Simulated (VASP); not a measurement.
Here is a VASP 6.6.1 calculation.

INCAR

```
ALGO = Normal
EDIFF = 1E-7
ENCUT = 520
GGA = PE
ISIF = 2
ISMEAR = -1
LASPH = T
LCHARG = F
LREAL = F
LWAVE = F
NBANDS = 15
NELM = 80
PREC = Accurate
SIGMA = 0.02
```

File KPOINTS:

```
k-points
0
Gamma
  8 8 8
```

File POSCAR:

```
SrO
1.0
    0.0000000000      2.6211960000      2.5698000000
    2.6211960000      0.0000000000      2.5698000000
    2.6211960000      2.6211960000      0.0000000000
Sr O
1 1
Direct
    0.0000000000      0.0000000000      0.0000000000
    0.5000000000      0.5000000000      0.5000000000
```

Potentials or basis: VASP PAW PBE potentials, release 64 (Sr_sv, O).

The run is started by

```sh
$ cat potpaw_PBE.64/Sr_sv/POTCAR potpaw_PBE.64/O/POTCAR > POTCAR
$ mpirun -np 1 vasp_std > vasp.out
```

Task: Estimate the band gap on the k mesh.

Result: 3.19 eV, indirect (least direct gap 3.37 eV).

Task: What does it give for the pressure?

Result: -0.1 GPa.

Stress tensor (GPa, compression positive):
```
-0.84  0.00  0.00
 0.00 -0.84  0.00
 0.00  0.00  1.51
```

Caveat: the cell differs from its parent crystal (equal xx and yy strain of +2 %). A k mesh can miss the band edges.
